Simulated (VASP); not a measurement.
# Al (Fm-3m) in VASP: further runs

The runs below take Al through single point, with PBE.

Everything below comes from runs of VASP 6.6.1. Logs are shortened: lines on timing, memory, paths and dates and some standing lists are left out, and cuts for length are marked.

## 1. The cell of the first run

The structure is cubic, space group Fm-3m (No. 225). Conventional cell: a = 4.048 Å, b = 4.048 Å, c = 4.048 Å, α = 90.00°, β = 90.00°, γ = 90.00°. Al (site symmetry m-3m) has 12 Al at 2.86 Å within 3.8 Å.

## 2. Single point, PBE

INCAR

```
ALGO = Fast
EDIFF = 1E-7
ENCUT = 520
GGA = PE
ISIF = 2
ISMEAR = 0
LASPH = True
LCHARG = False
LREAL = False
LWAVE = False
NBANDS = 8
NELM = 100
PREC = Accurate
SIGMA = 0.15
```

KPOINTS

```
k-points
0
Gamma
  20 20 20
```

POSCAR

```
Al
1.0
    0.0000000000      2.0239800000      2.0239800000
    2.0239800000      0.0000000000      2.0239800000
    2.0239800000      2.0239800000      0.0000000000
Al
1
Direct
    0.0000000000      0.0000000000      0.0000000000
```

Potentials or basis: VASP PAW PBE potentials, release 64 (Al).

The run is started by

```bash
> cat potpaw_PBE.64/Al/POTCAR > POTCAR
> mpirun -np 1 vasp_std > vasp.out
```

OUTCAR:

```text
EDIFF = 1E-7
   ENCUT = 520
   GGA = PE
   ISIF = 2
   ISMEAR = 0
   LASPH = True
   LREAL = False
   NELM = 100
   PREC = Accurate

 ion  position               nearest neighbor table
   1  0.000  0.000  0.000-

  LATTYP: Found a face centered cubic cell.
 ALAT       =     4.0479600000

  Lattice vectors:

 A1 = (   0.0000000000,   2.0239800000,   2.0239800000)
 A2 = (   2.0239800000,   0.0000000000,   2.0239800000)
 A3 = (   2.0239800000,   2.0239800000,   0.0000000000)

Analysis of symmetry for initial positions (statically):
=====================================================================
 Subroutine PRICEL returns:
 Original cell was already a primitive cell.

 Routine SETGRP: Setting up the symmetry group for a
 face centered cubic supercell.

 Subroutine GETGRP returns: Found 48 space group operations
 (whereof 48 operations were pure point group operations)
 out of a pool of 48 trial point group operations.

The static configuration has the point symmetry O_h .

Analysis of symmetry for dynamics (positions and initial velocities):
=====================================================================
 Subroutine PRICEL returns:
 Original cell was already a primitive cell.

 Routine SETGRP: Setting up the symmetry group for a
 face centered cubic supercell.

 Subroutine GETGRP returns: Found 48 space group operations
 (whereof 48 operations were pure point group operations)
 out of a pool of 48 trial point group operations.

The dynamic configuration has the point symmetry O_h .

 Subroutine INISYM returns: Found 48 space group operations
 (whereof 48 operations are pure point group operations),
 and found     1 'primitive' translations

----------------------------------------------------------------------------------------

                                     Primitive cell

  volume of cell :      16.5824

  direct lattice vectors                    reciprocal lattice vectors
     0.000000000  2.023980000  2.023980000    -0.247038014  0.247038014  0.247038014
     2.023980000  0.000000000  2.023980000     0.247038014 -0.247038014  0.247038014
     2.023980000  2.023980000  0.000000000     0.247038014  0.247038014 -0.247038014

  length of vectors
     2.862339966  2.862339966  2.862339966     0.427882392  0.427882392  0.427882392

  position of ions in fractional coordinates (direct lattice)
     0.000000000  0.000000000  0.000000000

  ion indices of the primitive-cell ions
   primitive index   ion index
                 1           1

----------------------------------------------------------------------------------------

 KPOINTS: k-points

Automatic generation of k-mesh.
 Grid dimensions read from file:
 generate k-points for:   20   20   20

 Generating k-lattice:

  Cartesian coordinates                     Fractional coordinates (reciprocal lattice)
    -0.012351901  0.012351901  0.012351901     0.050000000  0.000000000  0.000000000
     0.012351901 -0.012351901  0.012351901     0.000000000  0.050000000  0.000000000
     0.012351901  0.012351901 -0.012351901     0.000000000  0.000000000  0.050000000

  Length of vectors
     0.021394120  0.021394120  0.021394120

  Shift w.r.t. Gamma in fractional coordinates (k-lattice)
     0.000000000  0.000000000  0.000000000

 Subroutine IBZKPT returns following result:
 ===========================================

 Found    256 irreducible k-points:

 Following reciprocal coordinates:
            Coordinates               Weight
  0.000000  0.000000  0.000000      1.000000
  0.050000  0.000000  0.000000      8.000000
  0.100000  0.000000  0.000000      8.000000
  0.150000  0.000000  0.000000      8.000000
  0.200000  0.000000  0.000000      8.000000
  0.250000  0.000000  0.000000      8.000000
[... 16 lines left out ...]
 -0.400000  0.050000  0.000000     24.000000
 -0.350000  0.050000  0.000000     24.000000
 [... further k-points ...]
   k-points           NKPTS =    256   k-points in BZ     NKDIM =    256   number of bands    NBANDS=      8
   number of dos      NEDOS =    301   number of ions     NIONS =      1
   total plane-waves  NPLWV =  13824
   dimension x,y,z NGX =    24 NGY =   24 NGZ =   24
   dimension x,y,z NGXF=    48 NGYF=   48 NGZF=   48
   ions per type =               1
   NGX,Y,Z   is equivalent  to a cutoff of  13.94, 13.94, 13.94 a.u.
   NGXF,Y,Z  is equivalent  to a cutoff of  27.88, 27.88, 27.88 a.u.
 SYSTEM =  unknown system
   PREC   = accura    normal or accurate (medium, high low for compatibility)
   ISTART =      0    job   : 0-new  1-cont  2-samecut
   ICHARG =      2    charge: 1-file 2-atom 10-const
   ISPIN  =      1    spin polarized calculation?
   LNONCOLLINEAR =      F non collinear calculations
   LSORBIT =      F    spin-orbit coupling
   LASPH  =      T    aspherical Exc in radial PAW
   ENCUT  =  520.0 eV  38.22 Ry    6.18 a.u.   5.32  5.32  5.32*2*pi/ulx,y,z
   NELM   =    100;   NELMIN=  2; NELMDL= -5     # of ELM steps
   EDIFF  = 0.1E-06   stopping-criterion for ELM
   LREAL  =      F    real-space projection
   EDIFFG = 0.1E-05   stopping-criterion for IOM
   NSW    =      0    number of steps for IOM
   IBRION =     -1    ionic relax: 0-MD 1-quasi-New 2-CG
   NFREE  =      0    steps in history (QN), initial steepest desc. (CG)
   ISIF   =      2    stress and relaxation
   ISYM   =      2    0-nonsym 1-usesym 2-fastsym
   POTIM  = 0.5000    time-step for ionic-motion
   TEBEG  =    0.0;   TEEND  =   0.0 temperature during run
   PSTRESS=    0.0 pullay stress
   NELECT =       3.0000    total number of electrons
   NUPDOWN=      -1.0000    fix difference up-down
   EMIN   =  10.00;   EMAX   =-10.00  energy-range for DOS
   EFERMI =   0.00;   METHOD = LEGACY
   ISMEAR =     0;   SIGMA  =   0.15  broadening in eV -4-tet -1-fermi 0-gaus
   EFERMI_NEDOS =   21; number of points for ismear=-14 and -15
   IALGO  =     68    algorithm
   IMIX   =      4    mixing-type and parameters
     AMIX     =   0.40;   BMIX     =  1.00
     AMIX_MAG =   1.60;   BMIX_MAG =  1.00
  volume/ion in A,a.u.               =      16.58       111.90
  Fermi-wavevector in a.u.,A,eV,Ry     =   0.925903  1.749704 11.664236  0.857297
  Thomas-Fermi vector in A             =   2.051808
   LORBIT       =      0    0 simple, 1 ext, 2 COOP (PROOUT), +10 PAW based schemes
   GGA     = PE    functional components
   LHFCALC =     F    Hartree Fock is set to
   AEXX    =    0.0000 exact exchange contribution
   IVDW    =     0    specifies the selected vdW correction
   LEPSILON=     F    determine dielectric tensor
   LRPA    =     F    only Hartree local field effects (RPA)
 non-spin polarized calculation
 RMM-DIIS sequential band-by-band and
 Gauss-broadening in eV      SIGMA  =   0.15
  energy-cutoff  :      520.00
  volume of cell :       16.58
 maximum number of plane-waves:       460
 NGX is ok and might be reduce to    24
   NGX = 11   NGY = 11   NGZ = 11

 number of electron       3.0000000 magnetization

 Free energy of the ion-electron system (eV)
  ---------------------------------------------------
  ext. energy  EPLUGINS =         0.00000000
  ---------------------------------------------------
  free energy    TOTEN  =        -3.74756694 eV

  energy without entropy =       -3.74256481  energy(sigma->0) =       -3.74506587

 E-fermi :   7.9914     XC(G=0): -10.1788

 val. band max:        7.9743136928   @ k =  -0.3500   0.3500   0.0000
 cond. band min:       8.0218539073   @ k =  -0.4500   0.4000   0.0500
 fundamental gap:      0.0475402145
 Fermi energy:         7.9914231934

 k-point     1 :       0.0000    0.0000    0.0000
  band No.  band energies     occupation
      1      -3.1521      2.00000
      2      20.5394      0.00000
      3      20.5394      0.00000
      4      20.5394      0.00000
      5      21.9935      0.00000
      6      21.9935      0.00000
      7      21.9935      0.00000
      8      24.3772      0.00000

 k-point     2 :       0.0500    0.0000    0.0000
  band No.  band energies     occupation
      1      -3.0844      2.00000
      2      19.2296      0.00000
      3      20.2718      0.00000
      4      20.2718      0.00000
      5      22.3667      0.00000
      6      22.3667      0.00000
      7      22.5369      0.00000
      8      25.0954      0.00000

 k-point     3 :       0.1000    0.0000    0.0000
  band No.  band energies     occupation
      1      -2.8813      2.00000
      2      17.2510      0.00000
      3      19.8086      0.00000
      4      19.8086      0.00000
      5      22.6621      0.00000
      6      23.1289      0.00000
      7      23.1289      0.00000
      8      26.0279      0.00000

 k-point     4 :       0.1500    0.0000    0.0000
  band No.  band energies     occupation
      1      -2.5435      2.00000
      2      15.2339      0.00000
      3      19.3841      0.00000
      4      19.3841      0.00000
      5      22.5398      0.00000
      6      23.8660      0.00000
      7      23.8660      0.00000
      8      25.2200      0.00000

 k-point     5 :       0.2000    0.0000    0.0000
  band No.  band energies     occupation
      1      -2.0720      2.00000
      2      13.2658      0.00000
      3      19.0497      0.00000
      4      19.0497      0.00000
      5      22.3790      0.00000
      6      23.5401      0.00000
      7      23.5401      0.00000
      8      25.6249      0.00000
[... 177 lines left out ...]
 k-point    22 :      -0.4500    0.0500    0.0000
  band No.  band energies     occupation
      1       2.6885      2.00000
      2       4.4286      2.00000
      3      17.6394      0.00000
      4      18.6413      0.00000
      5      20.0037      0.00000
      6      20.2055      0.00000
      7      23.3410      0.00000
      8      24.1830      0.00000

 k-point    23 :      -0.4000    0.0500    0.0000
  band No.  band energies     occupation
      1       1.5364      2.00000
      2       5.8581      2.00000
      3      17.3798      0.00000
      4      19.1603      0.00000
      5      19.9540      0.00000
      6      20.5372      0.00000
      7      23.0296      0.00000
      8      24.7467      0.00000

 k-point    24 :      -0.3500    0.0500    0.0000
  band No.  band energies     occupation
      1       0.5052      2.00000
      2       7.4036      2.00000
      3      17.2371      0.00000
      4      19.7120      0.00000
      5      19.8960      0.00000
      6      21.1804      0.00000
      7      22.8321      0.00000
      8      25.4074      0.00000

 [... further k-points ...]
[... 5 lines left out ...]
  --------------------------------------------------------------------------------------
  -------------------------------------------------------------------------------------
  Total       -0.0472229     -0.0472229     -0.0472229     -0.0000000     -0.0000000      0.0000000
  in kB       -4.5626193     -4.5626193     -4.5626193     -0.0000000     -0.0000000      0.0000000
  external PRESSURE =      -4.5626193 kB  Pullay stress =       0.0000000 kB

 VOLUME and BASIS-vectors are now :
 -----------------------------------------------------------------------------
  energy-cutoff  :      520.00
  volume of cell :       16.58
      direct lattice vectors                 reciprocal lattice vectors
     0.000000000  2.023980000  2.023980000    -0.247038014  0.247038014  0.247038014
     2.023980000  0.000000000  2.023980000     0.247038014 -0.247038014  0.247038014
     2.023980000  2.023980000  0.000000000     0.247038014  0.247038014 -0.247038014

 POSITION                                       TOTAL-FORCE (eV/Angst)
 -----------------------------------------------------------------------------------
      0.00000      0.00000      0.00000        -0.000000     -0.000000      0.000000
 -----------------------------------------------------------------------------------
    total drift:                               -0.000000      0.000000     -0.000000

  FREE ENERGIE OF THE ION-ELECTRON SYSTEM (eV)
  ---------------------------------------------------
  free  energy   TOTEN  =        -3.7475669374 eV

  energy  without entropy=       -3.7425648124  energy(sigma->0) =       -3.74506587
```

It took 26 s on 1 thread of Intel Xeon Platinum 8259CL at 2.50GHz (Skylake/Cascade Lake), shared host; peak memory 0.15 GiB.

What came out:

```
Free energy : -3.7476 eV
Pressure    : -0.5 GPa
```

Levels at points of the mesh, in eV from the Fermi level:
```
           k point  band 1  band 2  band 3  band 4  band 5
(0.00, 0.00, 0.00)  -11.14   12.55   12.55   12.55   14.00
(0.50, 0.00, 0.00)   -4.62   -4.42   11.31   11.31   11.39
(0.50, 0.50, 0.00)   -2.96   -1.64    5.21    5.53    5.53
```

## 3. Single point, PBE

INCAR

```
PREC = Accurate
ENCUT = 520
EDIFF = 1E-6
ISMEAR = 0
SIGMA = 0.15
LREAL = False
LASPH = True
NELM = 80
ALGO = Fast
ISIF = 2
LWAVE = False
LCHARG = True
GGA = PE
LELF = True
LVHAR = True
NBANDS = 8
```

KPOINTS

```
regular mesh
0
Gamma
  22 22 22
```

POSCAR is that of step 2.

Potentials or basis: VASP PAW PBE potentials, release 64 (Al).

The run is started by

```bash
> cat potpaw_PBE.64/Al/POTCAR > POTCAR
> mpirun -np 1 vasp_std > vasp.out
```

It took 26 s on 1 thread of Intel Xeon Platinum 8259CL at 2.50GHz (Skylake/Cascade Lake), shared host; peak memory 0.16 GiB.

The run converged. Its results:

| Property | Result |
| --- | --- |
| Free energy | -3.7494 eV |
| Pressure | -0.4 GPa |

Levels at points of the mesh, in eV from the Fermi level:
```csv
k point,band 1,band 2,band 3,band 4,band 5,band 6
"(0.00, 0.00, 0.00)",-11.08,12.62,12.62,12.62,14.07,14.07
"(0.50, 0.00, 0.00)",-4.55,-4.35,11.38,11.38,11.46,11.46
"(0.50, 0.50, 0.00)",-2.89,-1.58,5.28,5.60,5.60,9.05
```
